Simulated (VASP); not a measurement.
Input of a VASP 6.6.1 run:

The input POSCAR:

```
WSe2
1.0
    0.0000000000      3.0924832574      3.0924832574
    3.0924832574      0.0000000000      3.0924832574
    3.0924832574      3.0924832574      0.0000000000
W Se
1 2
Direct
    0.0000000000      0.0000000000      0.0000000000
    0.2500000000      0.2500000000      0.2500000000
    0.7500000000      0.7500000000      0.7500000000
```

The input INCAR.step1:

```
SYSTEM = WSe2
PREC = Accurate ; ENCUT = 520
ISMEAR = -1 ; SIGMA = 0.02
LREAL = .False. ; LASPH = .True.
NELM = 80 ; NBANDS = 20
GGA = PE ; ALGO = Normal
EDIFF = 1E-4 ; LWAVE = .True.
LCHARG = .False.
```

INCAR.step2

```
SYSTEM = WSe2
PREC = Accurate ; ENCUT = 520
EDIFF = 1E-7 ; ISMEAR = -1
SIGMA = 0.02 ; LREAL = .False.
LASPH = .True. ; NELM = 80
ALGO = Normal ; ISIF = 2
LWAVE = .False. ; LCHARG = .False.
METAGGA = R2SCAN ; LMIXTAU = .True.
NBANDS = 20 ; ISTART = 1
```

File KPOINTS:

```
regular mesh
0
Gamma
  6 6 6
  0 0 0
```

Potentials or basis: VASP PAW PBE potentials, release 64 (W_sv, Se).

Launch:

```sh
$ cat potpaw_PBE.64/W_sv/POTCAR potpaw_PBE.64/Se/POTCAR > POTCAR
$ cp INCAR.step1 INCAR
$ mpirun -np 1 vasp_std > vasp.out
$ cp INCAR.step2 INCAR
$ mpirun -np 1 vasp_std > vasp.out
```

(1) What does it give for the pressure?

(2) What does it give for the band gap on the k mesh?

Results:

(1) 0.2 GPa.

(2) zero (band 13 reaches 6.95 eV, above the bottom of band 14 at 6.14 eV).

Caveat: the PAW data sets were made with another functional, which shifts forces and pressure a little; spin-orbit coupling is left out, which moves the levels of the heavy elements.
